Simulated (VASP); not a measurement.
# Ga (Cmcm) in VASP: further runs, part 3 of 3

VASP 6.6.1.

### 6 Single point, PBEsol

This run uses another cell than the first one, of 14.66 Å³/atom.

File INCAR:

```
ALGO = Normal ; EDIFF = 1E-6
ENCUT = 520 ; GGA = PS
ISIF = 2 ; ISMEAR = -1
LASPH = True ; LCHARG = True
LELF = True ; LREAL = False
LVHAR = True ; LWAVE = False
NBANDS = 20 ; NELM = 60
PREC = Accurate ; SIGMA = 0.05
```

File KPOINTS:

```
k-points
0
Gamma
  10 10 8
```

File POSCAR:

```
Ga
1.0
    1.3022778182     -3.8357056731      0.0000000000
    1.3022778182      3.8357056731      0.0000000000
    0.0000000000      0.0000000000      2.9351197249
Ga
2
Direct
    0.1338897361      0.8661102639      0.7500000000
    0.8661102639      0.1338897361      0.2500000000
```

Potentials or basis: VASP PAW PBE potentials, release 64 (Ga_d).

The run is started by

```
$ cat potpaw_PBE.64/Ga_d/POTCAR > POTCAR
$ mpirun -np 1 vasp_std > vasp.out
```

OUTCAR:

```text
EDIFF = 1E-6
   ENCUT = 520
   GGA = PS
   ISIF = 2
   ISMEAR = -1
   LASPH = True
   LREAL = False
   NELM = 60
   PREC = Accurate

 ion  position               nearest neighbor table
   1  0.134  0.866  0.750-   2 2.52   2 2.52   2 2.65   2 2.65   2 2.65   2 2.65
   2  0.866  0.134  0.250-   1 2.52   1 2.52   1 2.65   1 2.65   1 2.65   1 2.65

  LATTYP: Found a base centered orthorhombic cell.
 ALAT       =     2.6045556364
 B/A-ratio  =     2.9453820218
 C/A-ratio  =     1.1269176530
[... 742 lines left out ...]

------------------------ aborting loop because EDIFF is reached ----------------------------------------

  FORCE on cell =-STRESS in cart. coord.  units (eV):
  Direction    XX          YY          ZZ          XY          YZ          ZX
  --------------------------------------------------------------------------------------
  -------------------------------------------------------------------------------------
  Total        3.7081361      3.7063680      3.7039566      0.0000000      0.0000000      0.0000000
  in kB      202.6102946    202.5136870    202.3819300      0.0000000      0.0000000      0.0000000
  external PRESSURE =     202.5019706 kB  Pullay stress =       0.0000000 kB

 VOLUME and BASIS-vectors are now :
 -----------------------------------------------------------------------------
  energy-cutoff  :      520.00
  volume of cell :       29.32
      direct lattice vectors                 reciprocal lattice vectors
     1.302277818 -3.835705673  0.000000000     0.383942653 -0.130354110  0.000000000
     1.302277818  3.835705673  0.000000000     0.383942653  0.130354110  0.000000000
     0.000000000  0.000000000  2.935119725     0.000000000  0.000000000  0.340701605

 POSITION                                       TOTAL-FORCE (eV/Angst)
 -----------------------------------------------------------------------------------
      1.30228      2.80858      2.20134         0.000000      0.003720      0.000000
      1.30228     -2.80858      0.73378         0.000000     -0.003720     -0.000000
 -----------------------------------------------------------------------------------
    total drift:                                0.000000      0.000000      0.000000

  FREE ENERGIE OF THE ION-ELECTRON SYSTEM (eV)
  ---------------------------------------------------
  free  energy   TOTEN  =        -6.3592792622 eV

  energy  without entropy=       -6.3547809715  energy(sigma->0) =       -6.35703012
```

OSZICAR:

```text
N       E                     dE             d eps       ncg     rms          rms(c)
DAV:   1     0.123533304564E+03    0.12353E+03   -0.13043E+04  6840   0.263E+03
DAV:   2     0.358091228261E+01   -0.11995E+03   -0.11657E+03  6380   0.377E+02
DAV:   3    -0.637012181029E+01   -0.99510E+01   -0.98933E+01  6900   0.917E+01
DAV:   4    -0.650133593287E+01   -0.13121E+00   -0.13115E+00  7208   0.115E+01
DAV:   5    -0.650363108695E+01   -0.22952E-02   -0.22951E-02  7148   0.145E+00    0.209E+00
DAV:   6    -0.638802436003E+01    0.11561E+00   -0.18402E-01  7888   0.880E+00    0.979E-01
DAV:   7    -0.636266719781E+01    0.25357E-01   -0.28654E-02  9120   0.278E+00    0.269E-01
DAV:   8    -0.635926314027E+01    0.34041E-02   -0.36481E-03  7056   0.910E-01    0.162E-02
DAV:   9    -0.635927822101E+01   -0.15081E-04   -0.12118E-04  7212   0.115E-01    0.868E-03
DAV:  10    -0.635927937383E+01   -0.11528E-05   -0.57016E-06  6620   0.345E-02    0.137E-03
DAV:  11    -0.635927926223E+01    0.11159E-06   -0.53458E-07  3992   0.131E-02
   1 F= -.63592793E+01 E0= -.63570301E+01  d E =-.449829E-02
```

It took 2.3 min on 1 thread of Intel Xeon 8259CL, shared host; peak memory 0.21 GiB.

Results:

```yaml
Free_energy: -6.3593 eV
Pressure: 20.3 GPa
Largest_force: 0.004 eV/Å
Band_gap_on_the_k_mesh: zero (bands 13 and 14 overlap by 11.11 eV)
```

Forces on the atoms (eV/Å):
```
Ga   0.000  0.004  0.000
Ga   0.000 -0.004  0.000
```

Caveat: the cell stands under pressure; the PAW data sets were made with another functional, which shifts forces and pressure a little.

### 7 Summary

| level | cell | k mesh | gap on the mesh (eV) | pressure (GPa) | largest force (eV/Å) |
| --- | --- | --- | --- | --- | --- |
| PBE | a = 4.316, b = 4.316, c = 3.202 Å, angles 90.0, 90.0, 140.7°, 2 atoms, atomic positions A | 8 × 8 × 7 | none | 1.1 | 0.20 |
| PBE | a = 4.316, b = 4.316, c = 3.233 Å, angles 90.0, 90.0, 140.7°, 2 atoms, atomic positions A | 8 × 8 × 7 | none | 0.6 | 0.18 |
| PBE | a = 4.316, b = 4.316, c = 3.297 Å, angles 90.0, 90.0, 140.7°, 2 atoms, atomic positions A | 8 × 8 × 7 | none | -0.2 | 0.16 |
| PBEsol | a = 4.080, b = 4.080, c = 2.810 Å, angles 90.0, 90.0, 144.0°, 2 atoms, atomic positions B | 10 × 10 × 8 | none | 30.2 | 0.01 |
| PBEsol | a = 4.051, b = 4.051, c = 2.935 Å, angles 90.0, 90.0, 142.5°, 2 atoms, atomic positions C | 10 × 10 × 8 | none | 20.3 | - |

Alike in all rows: task single point; potentials or basis VASP PAW PBE potentials, release 64 (Ga_d); no spin polarisation; cutoff (eV) 520; smearing fermi-dirac 0.05 eV.

Caveats: the cell stands under pressure (at least some runs); the PAW data sets were made with another functional, which shifts forces and pressure a little (at least some runs).

Total energies depend on the potentials used, so only differences within one code and one set of settings carry meaning.
